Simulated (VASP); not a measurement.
Set up this calculation in VASP 6.6.1, as the native input.

```
Task                   : single point
Functional             : LDA
Potentials or basis    : VASP PAW LDA potentials, release 64 (Na_pv, Ti_sv, O)
Cutoff                 : 520 eV
k mesh                 : 10 × 10 × 10
Occupations            : fermi-dirac, width 0.03 eV
Spin                   : collinear spin, ferromagnetic start
Starting moments       : [0.0, 0.1, 0.0, 0.0] μB
Fixed moment           : 0.1 μB
Hubbard terms          : Ti d U = 1.0 eV
Dipole correction      : no
Further INCAR settings : ALGO = Normal; EDIFF = 1e-07; NBANDS = 28
```

The structure of NaTiO2 lies in POSCAR:

```
NaTiO2
1.0
    1.5065914500      0.8698309792      5.3990454898
   -1.5065914500      0.8698309792      5.3990454898
    0.0000000000     -1.7396619584      5.3990454898
Na Ti O
1 1 2
Direct
    0.0000000000      0.0000000000      0.0000000000
    0.5000000000      0.5000000000      0.5000000000
    0.7638036100      0.7638036100      0.7638036100
    0.2361963900      0.2361963900      0.2361963900
```

The input as run:

INCAR

```
SYSTEM = NaTiO2
ALGO     = Normal         ! electronic algorithm
EDIFF    = 1E-7           ! SCF threshold, eV
ENCUT    = 520            ! plane-wave cutoff, eV
ISIF     = 2              ! what is computed and relaxed
ISMEAR   = -1             ! smearing method
ISPIN    = 2              ! spin polarisation
LASPH    = .TRUE.         ! aspherical terms in the spheres
LCHARG   = .FALSE.        ! write CHGCAR
LDAU     = .TRUE.         ! DFT+U
LDAUJ    = 0 0 0        
LDAUL    = -1 2 -1        ! shell
LDAUPRINT= 1            
LDAUTYPE = 2            
LDAUU    = 0 1 0          ! U, eV
LMAXMIX  = 4              ! l up to which the mixer works
LORBIT   = 11             ! projections on sites
LREAL    = .FALSE.        ! projectors in reciprocal space
LWAVE    = .FALSE.        ! write WAVECAR
MAGMOM   = 0 0.1 0 0      ! initial moments
NBANDS   = 28             ! bands
NELM     = 150            ! most SCF steps
NUPDOWN  = 0.1            ! fixed moment
PREC     = Accurate       ! precision mode
SIGMA    = 0.03           ! smearing width, eV
```

KPOINTS

```
k-points
0
G
  10 10 10
  0 0 0
```

Potentials or basis: VASP PAW LDA potentials, release 64 (Na_pv, Ti_sv, O).

Launch:

```console
$ cat potpaw_LDA.64/Na_pv/POTCAR potpaw_LDA.64/Ti_sv/POTCAR potpaw_LDA.64/O/POTCAR > POTCAR
$ mpirun -np 1 vasp_std > vasp.out
```

It gave:

```
Pressure                                              : -7.8 GPa
Largest force                                         : 0.061 eV/Å
Net moment                                            : 0.10 μB per cell
Site moments                                          : Na +0.00; Ti +0.08; O +0.00 μB
Valence electrons inside the program's atomic spheres : Na 6.08; Ti 10.25; O 5.01
```

Caveat: the total moment is fixed, so each spin has its own Fermi level.

Run time: 17 min on 1 thread of Oxide Virtual Turin-like Processor, on a shared host, peak memory 0.34 GiB.
